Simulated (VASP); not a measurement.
A run of VASP 6.6.1 is set up as follows.

The input INCAR:

```
SYSTEM = HfO2
ALGO = Normal ; EDIFF = 1E-6
ENCUT = 520 ; GGA = PE
GGA_COMPAT = .FALSE. ; ISIF = 2
ISMEAR = -1 ; LASPH = .TRUE.
LCHARG = .TRUE. ; LMAXMIX = 4
LORBIT = 11 ; LORBMOM = .TRUE.
LREAL = .FALSE. ; LSORBIT = .TRUE.
LVHAR = .TRUE. ; LWAVE = .FALSE.
MAGMOM = 0 0 0 0 0 0 0 0 0 0 0 0 0 0 0 0 0 0 ; NBANDS = 60
NELM = 150 ; PREC = Accurate
SIGMA = 0.05
```

File KPOINTS:

```
k-points
0
G
  6 6 4
  0 0 0
```

File POSCAR:

```
HfO2
1.0
    3.5580193300      0.0000000000      0.0000000000
    0.0000000000      3.5580193300      0.0000000000
    0.0000000000      0.0000000000      5.1718612100
Hf O
2 4
Direct
    0.0000000000      0.0000000000      0.0000000000
    0.5000000000      0.5000000000      0.5000000000
    0.0000000000      0.5000000000      0.1972078800
    0.5000000000      0.0000000000      0.3027921200
    0.5000000000      0.0000000000      0.8027921200
    0.0000000000      0.5000000000      0.6972078800
```

Potentials or basis: VASP PAW PBE potentials, release 64 (Hf_pv, O).

The run is started by

```sh
$ cat potpaw_PBE.64/Hf_pv/POTCAR potpaw_PBE.64/O/POTCAR > POTCAR
$ mpirun -np 1 vasp_ncl > vasp.out
```

Question: What does it give for the largest force?

Answer: 0.087 eV/Å.

Question: What does it give for the net moment?

Answer: 0.00 μB per cell.

Question: Estimate the pressure.

Answer: 6.6 GPa.

Stress tensor (GPa, compression positive):
```
6.84 0.00 0.00
0.00 6.84 0.00
0.00 0.00 6.17
```

Caveat: the cell stands under pressure.
